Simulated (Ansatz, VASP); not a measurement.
## S: VASP beside Ansatz

```xyz
2
Lattice="3.1702 0.0000 0.0000 -1.5851 2.7455 0.0000 0.0000 0.0000 3.5776" Properties=species:S:1:pos:R:3 pbc="T T T"
S     0.0000    1.8303    0.8944
S     1.5851    0.9152    2.6832
```

Alike in both runs: task relaxation of cell and atoms; functional PBEsol; k mesh 6 × 6 × 6; occupations gaussian, width 0.1 eV; no spin polarisation.

|  | VASP | Ansatz |
| --- | --- | --- |
| version | VASP 6.6.1 | Ansatz 0.2.0 |
| potentials or method | VASP PAW PBE potentials, release 64 (S), cutoff 600 eV | scalar-relativistic, plane waves, PAW |
| valence electrons in the cell | 12 | 12 |

```csv
,VASP,Ansatz,Ansatz less VASP
"gap on the k mesh at the Fermi level, each at its own relaxed structure (eV)",none,none,-
relaxed volume (Å³/atom),16.00,16.01,+0.010
relaxed cell length with the largest relative difference (Å),3.519,3.517,-0.0029
```

VASP's potentials were made for PBE, not for PBEsol. A gap of «none» marks a metal or a gap that the smearing closes.

The k mesh is coarse, so the values compare programs but aren't converged.
